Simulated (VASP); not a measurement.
# BeS (F-43m) in VASP: G0W0 quasiparticle levels with r2SCAN

Aim: the G0W0 quasiparticle levels of BeS with r2SCAN.

Everything below comes from runs of VASP 6.6.1. Logs are shortened: lines on timing, memory, paths and dates and some standing lists are left out, and cuts for length are marked.

### 1 The cell of the first run

It takes space group F-43m (No. 216, cubic). The conventional cell has a = 4.869 Å, b = 4.869 Å, c = 4.869 Å, α = 90.00°, β = 90.00°, γ = 90.00°. Be (site symmetry -43m) has 4 S at 2.11 Å within 2.8 Å. Within 2.8 Å of S (site symmetry -43m) lie 4 Be at 2.11 Å.

### 2 G0W0 quasiparticle levels, r2SCAN

POSCAR

```
BeS
1.0
    0.0000000000      2.4343066380      2.4343066380
    2.4343066380      0.0000000000      2.4343066380
    2.4343066380      2.4343066380      0.0000000000
Be S
1 1
Direct
    0.0000000000      0.0000000000      0.0000000000
    0.2500000000      0.2500000000      0.2500000000
```

INCAR.step1

```
PREC = Accurate
ENCUT = 500
EDIFF = 1E-8
ISMEAR = 0
SIGMA = 0.01
LREAL = F
LASPH = T
NELM = 80
ALGO = Normal
LWAVE = T
LCHARG = F
METAGGA = R2SCAN
LMIXTAU = T
```

INCAR.step2

```
PREC = Accurate
ENCUT = 500
EDIFF = 1E-8
ISMEAR = 0
SIGMA = 0.01
LREAL = F
LASPH = T
NELM = 1
ALGO = Exact
LWAVE = T
LCHARG = F
METAGGA = R2SCAN
LMIXTAU = T
NBANDS = 112
LOPTICS = T
ISTART = 1
```

INCAR.step3

```
PREC = Accurate
ENCUT = 500
EDIFF = 1E-8
ISMEAR = 0
SIGMA = 0.01
LREAL = F
LASPH = T
ALGO = EVGW0
LWAVE = F
LCHARG = F
METAGGA = R2SCAN
LMIXTAU = T
NELMGW = 1
NBANDS = 112
ENCUTGW = 140.0
NOMEGA = 96
PRECFOCK = Fast
ISTART = 1
NBANDSGW = 12
OMEGAMAX = 20
```

KPOINTS

```
regular mesh
0
Gamma
  4 4 4
```

Potentials or basis: VASP PAW PBE potentials, release 64 (Be_GW, S_GW).

Launch:

```
$ cat potpaw_PBE.64/Be_GW/POTCAR potpaw_PBE.64/S_GW/POTCAR > POTCAR
$ cp INCAR.step1 INCAR
$ mpirun -np 1 vasp_std > vasp.out
$ cp INCAR.step2 INCAR
$ mpirun -np 1 vasp_std > vasp.out
$ cp INCAR.step3 INCAR
$ mpirun -np 1 vasp_std > vasp.out
```

OUTCAR:

```text
PREC = Accurate
   ENCUT = 500
   EDIFF = 1E-8
   ISMEAR = 0
   LREAL = F
   LASPH = T
   METAGGA = R2SCAN
   NELMGW = 1
   ENCUTGW = 140.0
   PRECFOCK = Fast
   ISTART = 1

 ion  position               nearest neighbor table
   1  0.000  0.000  0.000-   2 2.11   2 2.11   2 2.11   2 2.11
   2  0.250  0.250  0.250-   1 2.11   1 2.11   1 2.11   1 2.11

  LATTYP: Found a face centered cubic cell.
 ALAT       =     4.8686132760

  Lattice vectors:

 A1 = (   0.0000000000,   2.4343066380,   2.4343066380)
 A2 = (   2.4343066380,   0.0000000000,   2.4343066380)
 A3 = (   2.4343066380,   2.4343066380,   0.0000000000)

Analysis of symmetry for initial positions (statically):
=====================================================================
 Subroutine PRICEL returns:
 Original cell was already a primitive cell.

 Routine SETGRP: Setting up the symmetry group for a
 face centered cubic supercell.

 Subroutine GETGRP returns: Found 24 space group operations
 (whereof 24 operations were pure point group operations)
 out of a pool of 48 trial point group operations.

The static configuration has the point symmetry T_d .

Analysis of symmetry for dynamics (positions and initial velocities):
=====================================================================
 Subroutine PRICEL returns:
 Original cell was already a primitive cell.

 Routine SETGRP: Setting up the symmetry group for a
 face centered cubic supercell.

 Subroutine GETGRP returns: Found 24 space group operations
 (whereof 24 operations were pure point group operations)
 out of a pool of 48 trial point group operations.

The dynamic configuration has the point symmetry T_d .

 Subroutine INISYM returns: Found 24 space group operations
 (whereof 24 operations are pure point group operations),
 and found     1 'primitive' translations

----------------------------------------------------------------------------------------

[... 73 lines left out ...]
   ENCUT  =  500.0 eV  36.75 Ry    6.06 a.u.   6.28  6.28  6.28*2*pi/ulx,y,z
   NELM   =     60;   NELMIN=  2; NELMDL=  0     # of ELM steps
   EDIFF  = 0.1E-07   stopping-criterion for ELM
   LREAL  =      F    real-space projection
   EDIFFG = 0.1E-06   stopping-criterion for IOM
   NSW    =      0    number of steps for IOM
   IBRION =     -1    ionic relax: 0-MD 1-quasi-New 2-CG
   NFREE  =      0    steps in history (QN), initial steepest desc. (CG)
   ISIF   =      0    stress and relaxation
   ISYM   =      3    0-nonsym 1-usesym 2-fastsym
   POTIM  = 0.5000    time-step for ionic-motion
   TEBEG  =    0.0;   TEEND  =   0.0 temperature during run
   PSTRESS=    0.0 pullay stress
   NELECT =       8.0000    total number of electrons
   NUPDOWN=      -1.0000    fix difference up-down
   EMIN   =  10.00;   EMAX   =-10.00  energy-range for DOS
   EFERMI =   0.00;   METHOD = LEGACY
   ISMEAR =     0;   SIGMA  =   0.01  broadening in eV -4-tet -1-fermi 0-gaus
   EFERMI_NEDOS =   21; number of points for ismear=-14 and -15
   IALGO  =     38    algorithm
   IMIX   =      4    mixing-type and parameters
     AMIX     =   0.40;   BMIX     =  1.00
     AMIX_MAG =   1.60;   BMIX_MAG =  1.00
  volume/ion in A,a.u.               =      14.43        97.35
  Fermi-wavevector in a.u.,A,eV,Ry     =   1.067545  2.017368 15.505913  1.139652
  Thomas-Fermi vector in A             =   2.203165
   LORBIT       =      0    0 simple, 1 ext, 2 COOP (PROOUT), +10 PAW based schemes
   METAGGA = R2SCAN    functional components
   LHFCALC =     T    Hartree Fock is set to
   PRECFOCK=fast      Normal, Fast or Accurate (Low or Medium for compatibility)
   ENCUT4O =  -1.0   cutoff for four orbital integrals eV
   NKREDX  =     1    reduce k-point grid by
   NKREDY  =     1    reduce k-point grid by
   NKREDZ  =     1    reduce k-point grid by
   AEXX    =    1.0000 exact exchange contribution
   HFSCREEN=    0.0000 screening length (either q_TF or 0.3 A-1)
   HFSCREENC=   0.0000 screening length for correlation (either q_TF or 0.3 A-1)
   ENCUTFOCK=  -1.0 apply spherical cutoff to Coloumb kernel
   IVDW    =     0    specifies the selected vdW correction
   LEPSILON=     F    determine dielectric tensor
   LRPA    =     F    only Hartree local field effects (RPA)
   LRPAFORCE           =     F    calculate RPA forces
   ENCUTGW             = 140.0    cutoff for response function in eV
   ENCUTGWSOFT         = 112.0    soft cutoff for Coulomb kernel in GW response function in eV
   ENCUTLF             =  -1.0    cutoff for local field effects
   NELMGW              =     1    number of iterations in solving QP/BSE equation
   NELMHF              =     1    number of iterations in the inner HF iteration
   NKREDLFX            =     1    NKREDLFY  =   1   NKREDLFZ  =   1
 non-spin polarized calculation
 Gauss-broadening in eV      SIGMA  =   0.01
  energy-cutoff  :      500.00
  volume of cell :       28.85
 maximum number of plane-waves:       754
 NGX is ok and might be reduce to    28
  NGX = 14; NGY = 14; NGZ = 14
   NGX = 13   NGY = 13   NGZ = 13
 maximum number of plane-waves:       116
 NGX is ok and might be reduce to    14

 QP shifts <psi_nk| G(iteration)W_0 |psi_nk>: iteration 1
 for sc-GW calculations column KS-energies equals QP-energies in previous step
 and V_xc(KS)=  KS-energies - (<T + V_ion + V_H > + <T+V_H+V_ion>^1  + <V_x>^1)

 k-point   1 :       0.0000    0.0000    0.0000
  band No.  KS-energies  QP-energies   sigma(KS)   V_xc(KS)     V^pw_x(r,r')   Z            occupation Imag(sigma)

      1     -10.7440     -11.1514     -14.1562     -13.6618     -21.3304       0.8239       2.0000       1.5844
      2       3.4824       2.6561     -14.9854     -13.9480     -16.6804       0.7965       2.0000       0.0243
      3       3.4824       2.6561     -14.9854     -13.9480     -16.6804       0.7965       2.0000       0.0243
      4       3.4824       2.6561     -14.9854     -13.9480     -16.6804       0.7965       2.0000       0.0243
      5       9.7159      10.2633      -9.4563     -10.1301      -5.1939       0.8124       0.0000      -0.0516
      6       9.7159      10.2633      -9.4563     -10.1301      -5.1939       0.8124       0.0000      -0.0516
      7       9.7159      10.2633      -9.4563     -10.1301      -5.1939       0.8124       0.0000      -0.0516
      8      10.0750      10.1866      -9.6071      -9.7456      -5.1032       0.8064       0.0000      -0.0573
      9      16.7159      17.3744     -10.2113     -11.0591      -4.9692       0.7769       0.0000      -0.1229
     10      16.7159      17.3744     -10.2113     -11.0591      -4.9692       0.7769       0.0000      -0.1229
     11      19.2961      18.7813      -8.3417      -7.6598      -2.2812       0.7550       0.0000      -0.3647
     12      21.0429      20.5349      -8.3856      -7.7386      -2.2057       0.7852       0.0000      -0.5947
[... 100 lines left out ...]
      1      -8.4810      -8.6818     -14.9583     -14.6847     -21.5867       0.7339       2.0000       0.9735
      2      -0.8794      -1.9485     -13.7891     -12.3876     -16.6930       0.7627       2.0000       0.0586
      3      -0.4392      -1.4471     -13.4930     -12.1909     -16.0823       0.7740       2.0000       0.0503
      4       0.1230      -0.8522     -13.3363     -12.0875     -15.6798       0.7810       2.0000       0.0412
      5      10.4246      10.7536      -9.7253     -10.1308      -5.5267       0.8115       0.0000      -0.0542
      6      12.1574      12.5615      -9.2327      -9.7331      -4.6772       0.8075       0.0000      -0.0630
      7      12.6888      12.9785      -9.2150      -9.5818      -4.1795       0.7898       0.0000      -0.0772
      8      12.9057      13.4772     -10.5679     -11.3017      -5.5736       0.7788       0.0000      -0.0770
      9      18.4618      19.0047     -10.6126     -11.3338      -4.5747       0.7527       0.0000      -0.2505
     10      19.0130      18.9561     -10.4494     -10.3729      -4.0871       0.7439       0.0000      -0.3402
     11      21.2747      21.6231     -10.5066     -10.9658      -4.0083       0.7588       0.0000      -0.4835
     12      23.0786      22.8184      -9.8762      -9.5531      -3.4574       0.8050       0.0000      -0.7758
```

Wall time 2.5 min (1 thread of Intel Xeon Platinum 8375C at 2.90GHz (Ice Lake), shared host); peak memory 0.28 GiB.

Results:

| Quantity | Value |
| --- | --- |
| Quasiparticle gap | 4.64 eV |
| Least direct quasiparticle gap | 7.46 eV |
| Band gap of the starting levels on the mesh | 3.59 eV |
| Least direct gap of the starting levels on the mesh | 6.23 eV |

Caveat: the k points lie up to 0.56 Å⁻¹ apart; bands, screening cutoff and mesh are small and nothing is extrapolated, so the quasiparticle values aren't converged.
